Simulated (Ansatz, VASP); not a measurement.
**BaSrCeTiO6: VASP beside Ansatz**

File INCAR:

```
SYSTEM = BaSrCeTiO6
  ALGO = Normal
  EDIFF = 1E-8
  ENCUT = 520
  GGA = PE
  ISIF = 2
  ISMEAR = -1
  LASPH = .True.
  LCHARG = .False.
  LEFG = .True.
  LREAL = Auto
  LWAVE = .False.
  NBANDS = 96
  NELM = 100
  PREC = Accurate
  SIGMA = 0.02
```

KPOINTS

```
k-points
0
Gamma
  4 4 3
  0 0 0
```

File POSCAR:

```
BaSrCeTiO6
1.0
    5.8970286120      0.0000000000      0.0000000000
    0.0124449095      5.9141132846      0.0000000000
    0.0470917631      0.0380550645      8.3210491091
Ba Sr Ce Ti O
2 2 2 2 12
Direct
    0.5090823000      0.5036360900      0.7505681400
    0.4909177000      0.4963639100      0.2494318600
    0.0177109100      0.9976292700      0.7481873600
    0.9822890900      0.0023707300      0.2518126400
    0.5000000000      0.0000000000      0.0000000000
    0.0000000000      0.5000000000      0.5000000000
    0.0000000000      0.5000000000      0.0000000000
    0.5000000000      0.0000000000      0.5000000000
    0.2164219100      0.2469011300      0.0371094200
    0.7188552800      0.2511755900      0.4820154300
    0.7835780900      0.7530988700      0.9628905800
    0.2811447200      0.7488244100      0.5179845700
    0.7514689800      0.2783549700      0.0210368300
    0.2399358600      0.2102887200      0.4649462800
    0.2485310200      0.7216450300      0.9789631700
    0.7600641400      0.7897112800      0.5350537200
    0.0123918000      0.4386187400      0.7652959600
    0.4711170200      0.0439594200      0.7346106600
    0.9876082000      0.5613812600      0.2347040400
    0.5288829800      0.9560405800      0.2653893400
```

Input for Ansatz:

```yaml
crystal:
  lattice:
    - [5.897028612, 0.0, 0.0]
    - [0.0124449095, 5.9141132846, 0.0]
    - [0.0470917631, 0.0380550645, 8.3210491091]
  atoms:
    - { symbol: Ba, position: [0.5090823, 0.50363609, 0.75056814] }
    - { symbol: Ba, position: [0.4909177, 0.49636391, 0.24943186] }
    - { symbol: Sr, position: [0.01771091, 0.99762927, 0.74818736] }
    - { symbol: Sr, position: [0.98228909, 0.00237073, 0.25181264] }
    - { symbol: Ce, position: [0.5, 0.0, 0.0] }
    - { symbol: Ce, position: [0.0, 0.5, 0.5] }
    - { symbol: Ti, position: [0.0, 0.5, 0.0] }
    - { symbol: Ti, position: [0.5, 0.0, 0.5] }
    - { symbol: O, position: [0.21642191, 0.24690113, 0.03710942] }
    - { symbol: O, position: [0.71885528, 0.25117559, 0.48201543] }
    - { symbol: O, position: [0.78357809, 0.75309887, 0.96289058] }
    - { symbol: O, position: [0.28114472, 0.74882441, 0.51798457] }
    - { symbol: O, position: [0.75146898, 0.27835497, 0.02103683] }
    - { symbol: O, position: [0.23993586, 0.21028872, 0.46494628] }
    - { symbol: O, position: [0.24853102, 0.72164503, 0.97896317] }
    - { symbol: O, position: [0.76006414, 0.78971128, 0.53505372] }
    - { symbol: O, position: [0.0123918, 0.43861874, 0.76529596] }
    - { symbol: O, position: [0.47111702, 0.04395942, 0.73461066] }
    - { symbol: O, position: [0.9876082, 0.56138126, 0.23470404] }
    - { symbol: O, position: [0.52888298, 0.95604058, 0.26538934] }
kpoints:
  mp_grid: { grid: [4, 4, 3] }
scf:
  occupations: { method: fermi_dirac, width: 0.02 }
hamiltonian:
  xc: pbe
  pseudopotentials: { kind: paw }
output:
  forces: true
  stress: true
  populations: true
  efg:
    quadrupole_moments_barn: { Ba: 0.236, Sr: 0.305, Ti: 0.247, O: -0.02558 }
    contact_densities: true
  write_density: true
  write_potential: true
  elf: true
  volumetric_format: npy
```

Alike in both runs: task electric field gradients; functional PBE; k mesh 4 × 4 × 3; occupations fermi-dirac, width 0.02 eV; no spin polarisation.

```csv
,VASP,Ansatz
version,VASP 6.6.1,Ansatz 0.2.0
potentials or method,"VASP PAW PBE potentials, release 64 (Ba_sv, Sr_sv, Ce, Ti_sv, O)","plane-wave PAW, scalar-relativistic"
plane-wave cutoff (eV),520,420
valence electrons in the cell,160,160
```

|  | VASP | Ansatz | Ansatz less VASP |
| --- | --- | --- | --- |
| gap on the k mesh at the Fermi level (eV) | 2.17 | 2.21 | +0.037 |
| pressure (GPa) | 2.8 | 2.1 | -0.69 |
| traceless stress, the component that is largest in VASP (GPa) | -0.06 | -0.01 | +0.042 |
| rms of the force components (eV/Å) | 0.031 | 0.038 | +0.0070 |
| size of Vzz on the site where it differs most (V/Å²) | 57.2 | 52.6 | -4.61 |

Atom by atom the forces differ by 0.021 eV/Å (rms over components). With one functional, cell and mesh, what is left measures potentials, basis and numerics.

Neither program's run includes spin-orbit coupling.
